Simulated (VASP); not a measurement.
Set up this calculation in VASP 6.6.1, as the native input.

```
Task                   : single point
Functional             : PBE
Potentials or basis    : VASP PAW PBE potentials, release 64 (Ti_sv)
Cutoff                 : 520 eV
k mesh                 : 20 × 20 × 20
Occupations            : gaussian, width 0.15 eV
Spin                   : collinear spin, ferromagnetic start
Starting moments       : [0.375] μB
Fixed moment           : 0.375 μB
Dipole correction      : no
Further INCAR settings : ALGO = Fast; EDIFF = 1e-06; NBANDS = 16
```

The structure of Ti lies in POSCAR:

```
Ti
1.0
    0.0000000000      1.9243855913      1.9243855913
    1.9243855913      0.0000000000      1.9243855913
    1.9243855913      1.9243855913      0.0000000000
Ti
1
Direct
    0.0000000000      0.0000000000      0.0000000000
```

One way to write it, as run:

INCAR

```
PREC = Accurate ; ENCUT = 520
EDIFF = 1E-6 ; ISMEAR = 0
SIGMA = 0.15 ; LREAL = F
LASPH = T ; NELM = 150
ALGO = Fast ; ISIF = 2
LWAVE = F ; LCHARG = F
ISPIN = 2 ; MAGMOM = 0.375
LORBIT = 11 ; NUPDOWN = 0.375
LMAXMIX = 4 ; GGA = PE
NBANDS = 16
```

KPOINTS

```
regular mesh
0
Gamma
  20 20 20
```

Potentials or basis: VASP PAW PBE potentials, release 64 (Ti_sv).

Run with:

```console
$ cat potpaw_PBE.64/Ti_sv/POTCAR > POTCAR
$ mpirun -np 1 vasp_std > vasp.out
```

It gave:

| Item | Value |
| --- | --- |
| Pressure | 29.8 GPa |
| Net moment | 0.38 μB per cell |
| Site moments | Ti +0.27 μB |
| Valence electrons inside the program's atomic spheres | Ti 10.53 |

Caveat: the total moment is fixed, so each spin has its own Fermi level.

It took 89 s on 1 thread of AMD EPYC 9R45 96-Core Processor (Zen 5) (shared host), peak memory 0.16 GiB.
